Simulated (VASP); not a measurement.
# Ta8HN8 (a cell with a defect) in VASP: single point with PBE

Aim: the single point of Ta8HN8 (a cell with a defect) with PBE.

Everything below comes from runs of VASP 6.6.1. Logs are shortened: lines on timing, memory, paths and dates and some standing lists are left out, and cuts for length are marked.

## (1) The cell of the first run

The cell holds a defect, 17 atoms: a = 5.834 Å, b = 5.834 Å, c = 5.915 Å, α = 90.00°, β = 90.00°, γ = 120.00°.

## (2) Single point, PBE

Input file INCAR:

```
PREC = Accurate
ENCUT = 520
EDIFF = 1E-6
ISMEAR = 0
SIGMA = 0.1
LREAL = Auto
LASPH = True
NELM = 60
ALGO = Fast
ISIF = 2
LWAVE = False
LCHARG = True
GGA = PE
LELF = True
LVHAR = True
NBANDS = 78
```

Input file KPOINTS:

```
Automatic mesh
0
Gamma
  5 5 4
  0 0 0.5
```

Input file POSCAR:

```
Ta8HN8
1.0
    2.9171012907     -5.0525676462      0.0000000000
   -5.8342025813      0.0000000000      0.0000000000
    0.0000000000      0.0000000000     -5.9148455060
Ta N H
8 8 1
Direct
    0.5007339193      0.5014663995     -0.0018598964
    1.0000012575      0.5000013144      0.0033062571
    0.5007335235      0.9992691077     -0.0018604036
    0.9985370515      0.9992691616     -0.0018609108
    0.4979005084      0.4957999273      0.4997647017
    1.0000016534      0.5000016837      0.5031108584
    0.4979005084      1.0021020241      0.4997650398
    1.0042028836      1.0021020776      0.4997655470
    0.1673897430      0.3326132078      0.7503969454
    0.6652245423      0.3326129568      0.7503967763
    0.1673895451      0.8347777079      0.7503969454
    0.6666673731      0.8333339795      0.7429353811
    0.3333338845      0.1666672850      0.2455193459
    0.8383862021      0.1767711111      0.2579648105
    0.3232318921      0.6616165818      0.2579643033
    0.8383860042      0.6616165348      0.2579644724
    0.6666715294      0.8333393143      0.1538620069
```

Potentials or basis: VASP PAW PBE potentials, release 64 (Ta_pv, N, H).

Launch:

```console
$ cat potpaw_PBE.64/Ta_pv/POTCAR potpaw_PBE.64/N/POTCAR potpaw_PBE.64/H/POTCAR > POTCAR
$ mpirun -np 1 vasp_std > vasp.out
```

OUTCAR:

```text
PREC = Accurate
   ENCUT = 520
   EDIFF = 1E-6
   ISMEAR = 0
   LREAL = Auto
   LASPH = True
   NELM = 60
   ISIF = 2
   GGA = PE

 ion  position               nearest neighbor table
   1  0.501  0.501  0.998-  17 1.91   9 2.23  10 2.23  13 2.24  12 2.26  15 2.30  16 2.30   3 2.90
                             4 2.90   2 2.92   2 2.92   4 2.93   3 2.93   5 2.95   5 2.97
   2  0.000  0.500  0.003-  15 2.22  16 2.22  14 2.22  11 2.26   9 2.26  10 2.26   1 2.92   4 2.92
                             3 2.92   3 2.92   4 2.92   1 2.92   6 2.96   6 2.96
   3  0.501  0.999  0.998-  17 1.91  11 2.23  10 2.23  13 2.24  12 2.26  15 2.30  14 2.30   1 2.90
                             4 2.90   2 2.92   2 2.92   4 2.93   1 2.93   7 2.95   7 2.97
   4  0.999  0.999  0.998-  17 1.91  11 2.23   9 2.23  13 2.24  12 2.26  16 2.30  14 2.30   1 2.90
                             3 2.90   2 2.92   2 2.92   3 2.93   1 2.93   8 2.95   8 2.97
   5  0.498  0.496  0.500-  12 2.23   9 2.23  10 2.23  15 2.24  16 2.24  13 2.24   8 2.88   7 2.88
                             6 2.92   6 2.92   1 2.95   7 2.95   8 2.95   1 2.97
   6  0.000  0.500  0.503-  14 2.18  15 2.18  16 2.18  11 2.24   9 2.24  10 2.24   7 2.92   5 2.92
                             8 2.92   8 2.92   5 2.92   7 2.92   2 2.96   2 2.96
   7  0.498  0.002  0.500-  12 2.23  10 2.23  11 2.23  14 2.24  15 2.24  13 2.24   8 2.88   5 2.88
                             6 2.92   6 2.92   3 2.95   5 2.95   8 2.95   3 2.97
   8  0.004  0.002  0.500-  12 2.23  11 2.23   9 2.23  14 2.24  16 2.24  13 2.24   7 2.88   5 2.88
                             6 2.92   6 2.92   4 2.95   5 2.95   7 2.95   4 2.97
   9  0.167  0.333  0.750-   4 2.23   1 2.23   8 2.23   5 2.23   6 2.24   2 2.26
  10  0.665  0.333  0.750-   3 2.23   1 2.23   7 2.23   5 2.23   6 2.24   2 2.26
  11  0.167  0.835  0.750-   4 2.23   3 2.23   8 2.23   7 2.23   6 2.24   2 2.26
  12  0.667  0.833  0.743-   5 2.23   7 2.23   8 2.23   1 2.26   3 2.26   4 2.26
  13  0.333  0.167  0.246-   4 2.24   3 2.24   1 2.24   8 2.24   7 2.24   5 2.24
  14  0.838  0.177  0.258-   6 2.18   2 2.22   7 2.24   8 2.24   3 2.30   4 2.30
  15  0.323  0.662  0.258-   6 2.18   2 2.22   5 2.24   7 2.24   1 2.30   3 2.30
  16  0.838  0.662  0.258-   6 2.18   2 2.22   5 2.24   8 2.24   1 2.30   4 2.30
  17  0.667  0.833  0.154-   4 1.91   3 1.91   1 1.91

  LATTYP: Found a hexagonal cell.
 ALAT       =     5.8342025813
 C/A-ratio  =     1.0138224416

  Lattice vectors:

 A1 = (   2.9171012907,  -5.0525676462,   0.0000000000)
 A2 = (  -5.8342025813,   0.0000000000,   0.0000000000)
 A3 = (   0.0000000000,   0.0000000000,  -5.9148455060)

Analysis of symmetry for initial positions (statically):
=====================================================================
 Subroutine PRICEL returns:
 Original cell was already a primitive cell.

 Routine SETGRP: Setting up the symmetry group for a
 hexagonal supercell.

 Subroutine GETGRP returns: Found  6 space group operations
 (whereof  2 operations were pure point group operations)
 out of a pool of 24 trial point group operations.

The static configuration has the point symmetry C_1h.
[... 151 lines left out ...]
   IALGO  =     68    algorithm
   IMIX   =      4    mixing-type and parameters
     AMIX     =   0.40;   BMIX     =  1.00
     AMIX_MAG =   1.60;   BMIX_MAG =  1.00
  volume/ion in A,a.u.               =      10.26        69.21
  Fermi-wavevector in a.u.,A,eV,Ry     =   1.480673  2.798066 29.829297  2.192391
  Thomas-Fermi vector in A             =   2.594678
   LORBIT       =      0    0 simple, 1 ext, 2 COOP (PROOUT), +10 PAW based schemes
   GGA     = PE    functional components
   LHFCALC =     F    Hartree Fock is set to
   AEXX    =    0.0000 exact exchange contribution
   IVDW    =     0    specifies the selected vdW correction
   LEPSILON=     F    determine dielectric tensor
   LRPA    =     F    only Hartree local field effects (RPA)
 non-spin polarized calculation
 RMM-DIIS sequential band-by-band and
 Gauss-broadening in eV      SIGMA  =   0.10
  energy-cutoff  :      520.00
  volume of cell :      174.36
 maximum number of plane-waves:      4712
 NGX is ok and might be reduce to    48
   NGX = 21   NGY = 21   NGZ = 21

 number of electron     129.0000008 magnetization

 Free energy of the ion-electron system (eV)
  ---------------------------------------------------
  ext. energy  EPLUGINS =         0.00000000
  ---------------------------------------------------
  free energy    TOTEN  =      -177.74825956 eV

  energy without entropy =     -177.72165936  energy(sigma->0) =     -177.73495946

 E-fermi :   8.4119     XC(G=0): -13.3436

 val. band max:        8.3985648668   @ k =   0.4000   0.0000   0.1250
 cond. band min:       8.4254156681   @ k =   0.0000   0.2000   0.1250
 fundamental gap:      0.0268508014
 Fermi energy:         8.4119002832

 k-point     1 :       0.0000    0.0000    0.1250
  band No.  band energies     occupation
      1     -27.4875      2.00000
      2     -27.3984      2.00000
      3     -27.3984      2.00000
      4     -27.3270      2.00000
      5     -27.3048      2.00000
      6     -27.2689      2.00000
[... 1095 lines left out ...]
     75      11.2142      0.00000
     76      11.3462      0.00000
 [bands above 76 left out]

------------------------ aborting loop because EDIFF is reached ----------------------------------------

  FORCE on cell =-STRESS in cart. coord.  units (eV):
  Direction    XX          YY          ZZ          XY          YZ          ZX
  --------------------------------------------------------------------------------------
  -------------------------------------------------------------------------------------
  Total        5.8663678      5.8663678      3.9975993     -0.0000000     -0.0000000      0.0000000
  in kB       53.9067095     53.9067095     36.7343872     -0.0000000     -0.0000000      0.0000000
  external PRESSURE =      48.1826021 kB  Pullay stress =       0.0000000 kB

 VOLUME and BASIS-vectors are now :
 -----------------------------------------------------------------------------
  energy-cutoff  :      520.00
  volume of cell :      174.36
      direct lattice vectors                 reciprocal lattice vectors
     2.917101291 -5.052567646  0.000000000     0.000000000 -0.197919171  0.000000000
    -5.834202581  0.000000000  0.000000000    -0.171403030 -0.098959586  0.000000000
     0.000000000  0.000000000 -5.914845506     0.000000000  0.000000000 -0.169066123

 POSITION                                       TOTAL-FORCE (eV/Angst)
 -----------------------------------------------------------------------------------
     -1.46497     -2.52999     -5.90384         0.021900      0.012644     -0.072912
     -2.91711     -0.00001     -0.01956         0.000000      0.000000     -0.163180
     -4.36925     -2.52999     -5.90384        -0.021900      0.012644     -0.072912
     -2.91711     -5.04518     -5.90384         0.000000     -0.025288     -0.072912
     -1.44017     -2.51568     -2.95603         0.028167      0.016263     -0.027516
     -2.91711     -0.00001     -2.97582         0.000000      0.000000     -0.144055
[... 9 lines left out ...]
     -1.41435     -4.23600     -1.52582         0.038859     -0.022435     -0.207109
     -2.91712     -3.36840     -0.91007         0.000000      0.000000      1.498822
 -----------------------------------------------------------------------------------
    total drift:                               -0.109080     -0.129972      0.002393

  FREE ENERGIE OF THE ION-ELECTRON SYSTEM (eV)
  ---------------------------------------------------
  free  energy   TOTEN  =      -177.7482595624 eV

  energy  without entropy=     -177.7216593605  energy(sigma->0) =     -177.73495946
```

OSZICAR:

```text
N       E                     dE             d eps       ncg     rms          rms(c)
DAV:   1     0.136240085757E+04    0.13624E+04   -0.69809E+04  2192   0.175E+03
DAV:   2    -0.745471263679E+02   -0.14369E+04   -0.13850E+04  2388   0.527E+02
DAV:   3    -0.195708200965E+03   -0.12116E+03   -0.11826E+03  2666   0.139E+02
DAV:   4    -0.199120005938E+03   -0.34118E+01   -0.33560E+01  2608   0.228E+01
DAV:   5    -0.199218332199E+03   -0.98326E-01   -0.97966E-01  2712   0.322E+00    0.656E+01
RMM:   6    -0.177542025674E+03    0.21676E+02   -0.11648E+02  2876   0.290E+01    0.310E+01
RMM:   7    -0.177714557454E+03   -0.17253E+00   -0.13778E+01  2778   0.129E+01    0.148E+01
RMM:   8    -0.177721483335E+03   -0.69259E-02   -0.23488E+00  2852   0.458E+00    0.120E+00
RMM:   9    -0.177749760873E+03   -0.28278E-01   -0.58064E-01  3048   0.202E+00    0.667E-01
RMM:  10    -0.177750108663E+03   -0.34779E-03   -0.80045E-02  3062   0.808E-01    0.440E-01
RMM:  11    -0.177748080282E+03    0.20284E-02   -0.17212E-02  2762   0.479E-01    0.183E-01
RMM:  12    -0.177748245844E+03   -0.16556E-03   -0.34304E-03  3006   0.191E-01    0.624E-02
RMM:  13    -0.177748265554E+03   -0.19710E-04   -0.87473E-04  3026   0.880E-02    0.370E-02
RMM:  14    -0.177748256662E+03    0.88922E-05   -0.13756E-04  2783   0.434E-02    0.126E-02
RMM:  15    -0.177748261386E+03   -0.47241E-05   -0.68470E-05  2862   0.257E-02    0.932E-03
RMM:  16    -0.177748259047E+03    0.23391E-05   -0.14633E-05  2423   0.145E-02    0.237E-03
RMM:  17    -0.177748259562E+03   -0.51528E-06   -0.33116E-06  1863   0.586E-03
   1 F= -.17774826E+03 E0= -.17773496E+03  d E =-.266002E-01
```

stdout:

```text
POSCAR found type information on POSCAR TaN H
 POSCAR found :  3 types and      17 ions
 scaLAPACK will be used
 LDA part: xc-table for (Slater+PW92), standard interpolation
 POSCAR, INCAR and KPOINTS ok, starting setup
 FFT: planning ... GRIDC
 FFT: planning ... GRID_SOFT
 FFT: planning ... GRID
 WAVECAR not read
 entering main loop
```

Run time: 4.6 min. Hardware: 1 thread of Oxide Virtual Turin-like, shared host; peak memory 0.35 GiB.

What came out:

```
Free energy            : -177.7483 eV
Pressure               : 4.8 GPa
Largest force          : 1.499 eV/Å
Band gap on the k mesh : zero (an odd number of electrons rules out a gap without spin polarisation)
```

Forces on the atoms (eV/Å):
```
Ta   0.022  0.013 -0.073
Ta   0.000  0.000 -0.163
Ta  -0.022  0.013 -0.073
Ta   0.000 -0.025 -0.073
Ta   0.028  0.016 -0.028
Ta   0.000  0.000 -0.144
Ta  -0.028  0.016 -0.028
Ta   0.000 -0.033 -0.028
N    0.006 -0.003 -0.103
N    0.000  0.007 -0.103
N   -0.006 -0.003 -0.103
N    0.000  0.000  0.058
N    0.000  0.000 -0.018
N   -0.039 -0.022 -0.207
N    0.000  0.045 -0.207
N    0.039 -0.022 -0.207
H    0.000  0.000  1.499
```

Stress tensor (GPa, compression positive):
```
5.39 0.00 0.00
0.00 5.39 0.00
0.00 0.00 3.67
```

Levels at points of the mesh, in eV from the Fermi level:
```csv
k point,band 62,band 63,band 64,band 65,band 66,band 67
"(0.00, 0.00, 0.12)",-2.19,-2.19,-0.16,-0.16,0.39,0.39
```

Caveat: spin-orbit coupling is left out, which moves the levels of the heavy elements; an odd number of electrons without spin polarisation forces a metal; a magnetic or distorted state may lie lower.

The gap in the log of VASP goes by the Fermi energy; the results here count the filled bands.